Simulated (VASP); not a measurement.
Write the native input for VASP 6.6.1 that does the following.

- Task: single point
- Functional: PBE
- Potentials or basis: VASP PAW PBE potentials, release 64 (Cd, Te)
- Cutoff: 520 eV
- k mesh: 9 × 9 × 9
- Occupations: fermi-dirac, width 0.08 eV
- Spin: no spin polarisation
- Dipole correction: no
- Further INCAR settings: ALGO = Normal; EDIFF = 1e-06; NBANDS = 16

The structure of CdTe lies in POSCAR:

```
CdTe
1.0
    0.0000000000      3.2050000000      3.2050000000
    3.2050000000      0.0000000000      3.2050000000
    3.2050000000      3.2050000000      0.0000000000
Cd Te
1 1
Direct
    0.0000000000      0.0000000000      0.0000000000
    0.7500000000      0.7500000000      0.7500000000
```

The input as run:

INCAR

```
SYSTEM = CdTe
ALGO     = Normal         ! electronic algorithm
EDIFF    = 1E-6           ! SCF threshold, eV
ENCUT    = 520            ! plane-wave cutoff, eV
GGA      = PE             ! functional
ISIF     = 2              ! what is computed and relaxed
ISMEAR   = -1             ! smearing method
LASPH    = .True.         ! aspherical terms in the spheres
LCHARG   = .True.         ! write CHGCAR
LELF     = .True.         ! ELF
LREAL    = .False.        ! projectors in reciprocal space
LVHAR    = .True.       
LWAVE    = .False.        ! write WAVECAR
NBANDS   = 16             ! bands
NELM     = 60             ! most SCF steps
PREC     = Accurate       ! precision mode
SIGMA    = 0.08           ! smearing width, eV
```

KPOINTS

```
k-points
0
Gamma
  9 9 9
  0 0 0
```

Potentials or basis: VASP PAW PBE potentials, release 64 (Cd, Te).

Command:

```bash
$ cat potpaw_PBE.64/Cd/POTCAR potpaw_PBE.64/Te/POTCAR > POTCAR
$ mpirun -np 1 vasp_std > vasp.out
```

It gave:

```yaml
Pressure: 4.4 GPa
Band_gap_on_the_k_mesh: 0.87 eV
```

Caveat: the cell stands under pressure; spin-orbit coupling is left out, which moves the levels of the heavy elements.

It took 65 s on 1 thread of Intel Xeon 8259CL, on a shared host, peak memory 0.22 GiB.
